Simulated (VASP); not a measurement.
Re, 1 atom in the cell. Symmetry: Fm-3m, No. 225, cubic system. The conventional cell has a = 3.915 Å, b = 3.915 Å, c = 3.915 Å, α = 90.00°, β = 90.00°, γ = 90.00°. Within 3.6 Å of Re (site symmetry m-3m) lie 12 Re at 2.77 Å. 

| Item | Value |
| --- | --- |
| Program | VASP 6.6.1 |
| Task | single point |
| Functional | PBE |
| Potentials or basis | VASP PAW PBE potentials, release 64 (Re) |
| Cutoff | 520 eV |
| k mesh | 14 × 14 × 14 |
| Occupations | fermi-dirac, width 0.136057 eV |
| Spin | no spin polarisation |
| Dipole correction | no |
| Further INCAR settings | ALGO = Normal; EDIFF = 1e-06; NBANDS = 10 |

Potentials or basis: VASP PAW PBE potentials, release 64 (Re).

The run is started by

```bash
$ cat potpaw_PBE.64/Re/POTCAR > POTCAR
$ mpirun -np 1 vasp_std > vasp.out
```

Hardware: 1 thread of Intel Xeon 8259CL, on a shared host.

Estimate the wall time of this run.

It took 13 s on 1 thread of Intel Xeon 8259CL, on a shared host, peak memory 0.15 GiB. Counts: scf iterations 11, k points 104.
